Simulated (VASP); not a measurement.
A run of VASP 6.6.1 is set up as follows.

File INCAR:

```
SYSTEM = Au
PREC = Accurate
ENCUT = 500
EDIFF = 1E-7
ISMEAR = 0
SIGMA = 0.1
LREAL = .FALSE.
LASPH = .TRUE.
NELM = 120
ALGO = Normal
ISIF = 3
LWAVE = .FALSE.
LCHARG = .FALSE.
GGA = PE
IBRION = 2
NSW = 100
EDIFFG = -0.002
GGA_COMPAT = .FALSE.
NELMIN = 4
```

The input KPOINTS:

```
regular mesh
0
G
  18 18 18
  0 0 0
```

POSCAR

```
Au
1.0
    0.0000000000      2.0825241524      2.0825241524
    2.0825241524      0.0000000000      2.0825241524
    2.0825241524      2.0825241524      0.0000000000
Au
1
Direct
    0.0000000000      0.0000000000      0.0000000000
```

Potentials or basis: VASP PAW PBE potentials, release 64 (Au).

Launch:

```console
$ cat potpaw_PBE.64/Au/POTCAR > POTCAR
$ mpirun -np 1 vasp_std > vasp.out
```

Task: Estimate the space group after relaxing (to 0.1 Å).

Result: Fm-3m (No. 225).

Task: Predict the relaxed volume.

Result: 17.94 Å³/atom.

Task: What does it give for the band gap on the k mesh?

Result: Zero (an odd number of electrons rules out a gap without spin polarisation).

Final structure:
```xyz
1
Lattice="0.0000 2.0778 2.0778 2.0778 0.0000 2.0778 2.0778 2.0778 0.0000" Properties=species:S:1:pos:R:3 pbc="T T T"
Au    0.0000    0.0000    0.0000
```

Caveat: spin-orbit coupling is left out, which moves the levels of the heavy elements.
